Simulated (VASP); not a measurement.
# Ca (P6_3/mmc) in VASP: notebook

Runs on Ca. Level: PBE. Tasks: single point.

Program: VASP 6.6.1. These are calculated values, not measurements. Logs are shortened: lines on timing, memory, paths and dates and some standing lists are left out, and cuts for length are marked.

## 1. The cell of the first run

Symmetry: P6_3/mmc, No. 194, hexagonal system. The conventional cell has a = 2.943 Å, b = 2.943 Å, c = 9.699 Å, α = 90.00°, β = 90.00°, γ = 120.00°. Ca (site symmetry -3m) has 12 Ca at 2.94 to 2.96 Å within 3.9 Å. Ca (site symmetry -6m2) has 12 Ca at 2.94 to 2.96 Å within 3.9 Å.

## 2. Single point, PBE

INCAR

```
PREC = Accurate
ENCUT = 520
EDIFF = 1E-6
ISMEAR = -1
SIGMA = 0.08
LREAL = False
LASPH = True
NELM = 80
ALGO = Normal
ISIF = 2
LWAVE = False
LCHARG = False
GGA = PE
NBANDS = 28
```

KPOINTS

```
Automatic mesh
0
Gamma
  10 10 3
```

POSCAR

```
Ca
1.0
    2.9434397002      0.0000000000      0.0000000000
   -1.4717198501      2.5490935549      0.0000000000
    0.0000000000      0.0000000000      9.6993571606
Ca
4
Direct
    0.0000000000      0.0000000000      0.0000000000
    0.0000000000      0.0000000000      0.5000000000
    0.3333333333      0.6666666667      0.2500000000
    0.6666666667      0.3333333333      0.7500000000
```

Potentials or basis: VASP PAW PBE potentials, release 64 (Ca_sv).

Command:

```sh
cat potpaw_PBE.64/Ca_sv/POTCAR > POTCAR
mpirun -np 1 vasp_std > vasp.out
```

OUTCAR:

```text
PREC = Accurate
   ENCUT = 520
   EDIFF = 1E-6
   ISMEAR = -1
   LREAL = False
   LASPH = True
   NELM = 80
   ISIF = 2
   GGA = PE

 ion  position               nearest neighbor table
   1  0.000  0.000  0.000-   3 2.96   4 2.96   4 2.96   3 2.96   4 2.96   3 2.96
   2  0.000  0.000  0.500-   3 2.96   4 2.96   4 2.96   3 2.96   4 2.96   3 2.96
   3  0.333  0.667  0.250-   1 2.96   2 2.96   1 2.96   2 2.96   1 2.96   2 2.96
   4  0.667  0.333  0.750-   1 2.96   2 2.96   1 2.96   2 2.96   1 2.96   2 2.96

  LATTYP: Found a hexagonal cell.
 ALAT       =     2.9434397002
 C/A-ratio  =     3.2952457494

  Lattice vectors:

 A1 = (   2.9434397002,   0.0000000000,   0.0000000000)
 A2 = (  -1.4717198501,   2.5490935549,   0.0000000000)
 A3 = (   0.0000000000,   0.0000000000,   9.6993571606)

Analysis of symmetry for initial positions (statically):
=====================================================================
 Subroutine PRICEL returns:
 Original cell was already a primitive cell.

 Routine SETGRP: Setting up the symmetry group for a
 hexagonal supercell.

 Subroutine GETGRP returns: Found 24 space group operations
 (whereof 12 operations were pure point group operations)
 out of a pool of 24 trial point group operations.

The static configuration has the point symmetry D_3d.
 The point group associated with its full space group is D_6h.

Analysis of symmetry for dynamics (positions and initial velocities):
=====================================================================
 Subroutine PRICEL returns:
 Original cell was already a primitive cell.

 Routine SETGRP: Setting up the symmetry group for a
 hexagonal supercell.

 Subroutine GETGRP returns: Found 24 space group operations
 (whereof 12 operations were pure point group operations)
 out of a pool of 24 trial point group operations.

The dynamic configuration has the point symmetry D_3d.
 The point group associated with its full space group is D_6h.

 Subroutine INISYM returns: Found 24 space group operations
 (whereof 12 operations are pure point group operations),
 and found     1 'primitive' translations

----------------------------------------------------------------------------------------

                                     Primitive cell

  volume of cell :      72.7753

  direct lattice vectors                    reciprocal lattice vectors
     2.943439700  0.000000000  0.000000000     0.339738572  0.196148156  0.000000000
[... 90 lines left out ...]
   EDIFF  = 0.1E-05   stopping-criterion for ELM
   LREAL  =      F    real-space projection
   EDIFFG = 0.1E-04   stopping-criterion for IOM
   NSW    =      0    number of steps for IOM
   IBRION =     -1    ionic relax: 0-MD 1-quasi-New 2-CG
   NFREE  =      0    steps in history (QN), initial steepest desc. (CG)
   ISIF   =      2    stress and relaxation
   ISYM   =      2    0-nonsym 1-usesym 2-fastsym
   POTIM  = 0.5000    time-step for ionic-motion
   TEBEG  =    0.0;   TEEND  =   0.0 temperature during run
   PSTRESS=    0.0 pullay stress
   NELECT =      40.0000    total number of electrons
   NUPDOWN=      -1.0000    fix difference up-down
   EMIN   =  10.00;   EMAX   =-10.00  energy-range for DOS
   EFERMI =   0.00;   METHOD = LEGACY
   ISMEAR =    -1;   SIGMA  =   0.08  broadening in eV -4-tet -1-fermi 0-gaus
   EFERMI_NEDOS =   21; number of points for ismear=-14 and -15
   IALGO  =     38    algorithm
   IMIX   =      4    mixing-type and parameters
     AMIX     =   0.40;   BMIX     =  1.00
     AMIX_MAG =   1.60;   BMIX_MAG =  1.00
  volume/ion in A,a.u.               =      18.19       122.78
  Fermi-wavevector in a.u.,A,eV,Ry     =   1.341015  2.534150 24.467635  1.798320
  Thomas-Fermi vector in A             =   2.469282
   LORBIT       =      0    0 simple, 1 ext, 2 COOP (PROOUT), +10 PAW based schemes
   GGA     = PE    functional components
   LHFCALC =     F    Hartree Fock is set to
   AEXX    =    0.0000 exact exchange contribution
   IVDW    =     0    specifies the selected vdW correction
   LEPSILON=     F    determine dielectric tensor
   LRPA    =     F    only Hartree local field effects (RPA)
 non-spin polarized calculation
  energy-cutoff  :      520.00
  volume of cell :       72.78
 maximum number of plane-waves:      2004
 NGX is ok and might be reduce to    24
   NGX = 11   NGY = 11   NGZ = 37

 number of electron      39.9999996 magnetization

 Free energy of the ion-electron system (eV)
  ---------------------------------------------------
  ext. energy  EPLUGINS =         0.00000000
  ---------------------------------------------------
  free energy    TOTEN  =         0.81317902 eV

  energy without entropy =        0.89416928  energy(sigma->0) =        0.85367415

 E-fermi :   6.5051     XC(G=0): -10.8926

 val. band max:        6.4692008256   @ k =   0.4000   0.2000   0.3333
 cond. band min:       6.5611413384   @ k =   0.4000   0.0000   0.3333
 fundamental gap:      0.0919405128
 Fermi energy:         6.5051393183

 k-point     1 :       0.0000    0.0000    0.0000
  band No.  band energies     occupation
      1     -34.2417      2.00000
      2     -34.0580      2.00000
      3     -34.0149      2.00000
      4     -33.8213      2.00000
      5     -16.1676      2.00000
      6     -15.2799      2.00000
[... 733 lines left out ...]
     27       9.5277      0.00000
     28       9.9707      0.00000

 [... further k-points ...]

------------------------ aborting loop because EDIFF is reached ----------------------------------------

  FORCE on cell =-STRESS in cart. coord.  units (eV):
  Direction    XX          YY          ZZ          XY          YZ          ZX
  --------------------------------------------------------------------------------------
  -------------------------------------------------------------------------------------
  Total       21.7168172     21.7168172     21.7524238      0.0000000      0.0000000      0.0000000
  in kB      478.1045626    478.1045626    478.8884555      0.0000000      0.0000000      0.0000000
  external PRESSURE =     478.3658602 kB  Pullay stress =       0.0000000 kB

 VOLUME and BASIS-vectors are now :
 -----------------------------------------------------------------------------
  energy-cutoff  :      520.00
  volume of cell :       72.78
      direct lattice vectors                 reciprocal lattice vectors
     2.943439700  0.000000000  0.000000000     0.339738572  0.196148156  0.000000000
    -1.471719850  2.549093555  0.000000000     0.000000000  0.392296312  0.000000000
     0.000000000  0.000000000  9.699357161     0.000000000  0.000000000  0.103099616

 POSITION                                       TOTAL-FORCE (eV/Angst)
 -----------------------------------------------------------------------------------
      0.00000      0.00000      0.00000        -0.000000      0.000000      0.000000
      0.00000      0.00000      4.84968        -0.000000      0.000000      0.000000
     -0.00000      1.69940      2.42484        -0.000000      0.000000      0.000000
      1.47172      0.84970      7.27452         0.000000      0.000000     -0.000000
 -----------------------------------------------------------------------------------
    total drift:                               -0.000000      0.000000      0.000000

  FREE ENERGIE OF THE ION-ELECTRON SYSTEM (eV)
  ---------------------------------------------------
  free  energy   TOTEN  =         0.8131790154 eV

  energy  without entropy=        0.8941692834  energy(sigma->0) =        0.85367415
```

OSZICAR:

```text
N       E                     dE             d eps       ncg     rms          rms(c)
DAV:   1     0.442801833026E+03    0.44280E+03   -0.20689E+04  1568   0.149E+03
DAV:   2     0.279485137442E+02   -0.41485E+03   -0.40939E+03  1600   0.445E+02
DAV:   3     0.255554376158E+01   -0.25393E+02   -0.24438E+02  2656   0.856E+01
DAV:   4     0.698904976874E+00   -0.18566E+01   -0.18367E+01  2232   0.181E+01
DAV:   5     0.636505888319E+00   -0.62399E-01   -0.62321E-01  2268   0.320E+00    0.319E+00
DAV:   6     0.774349790053E+00    0.13784E+00   -0.12031E-01  2328   0.163E+00    0.156E+00
DAV:   7     0.816471634543E+00    0.42122E-01   -0.11242E-01  2372   0.170E+00    0.373E-01
DAV:   8     0.815142505922E+00   -0.13291E-02   -0.11667E-02  2240   0.939E-01    0.276E-01
DAV:   9     0.813191934651E+00   -0.19506E-02   -0.54119E-03  2244   0.409E-01    0.278E-02
DAV:  10     0.813174291529E+00   -0.17643E-04   -0.21531E-04  2296   0.818E-02    0.128E-02
DAV:  11     0.813177131011E+00    0.28395E-05   -0.21679E-05  2284   0.457E-02    0.776E-03
DAV:  12     0.813178177822E+00    0.10468E-05   -0.43253E-06  1700   0.225E-02    0.110E-03
DAV:  13     0.813179015406E+00    0.83758E-06   -0.33962E-07  1108   0.539E-03
   1 F= 0.81317902E+00 E0= 0.85367415E+00  d E =-.809903E-01
```

It took 59 s on 1 thread of Intel Xeon 6975P-C, shared host; peak memory 0.21 GiB.

What came out:

```yaml
Free_energy: 0.8132 eV
Pressure: 47.8 GPa
Band_gap_on_the_k_mesh: zero (band 20 reaches 6.95 eV, above the bottom of band 21 at 6.19 eV)
```

Levels at points of the mesh, in eV from the Fermi level:
```
           k point  band 17  band 18  band 19  band 20  band 21  band 22  band 23  band 24
(0.00, 0.00, 0.00)    -4.52    -2.57    -2.54    -1.41     1.90     1.93     2.53     3.04
(0.50, 0.00, 0.00)    -1.83    -1.64    -1.02    -0.54     0.16     0.32     0.33     1.80
```

(Continued in part 2 of 2.)
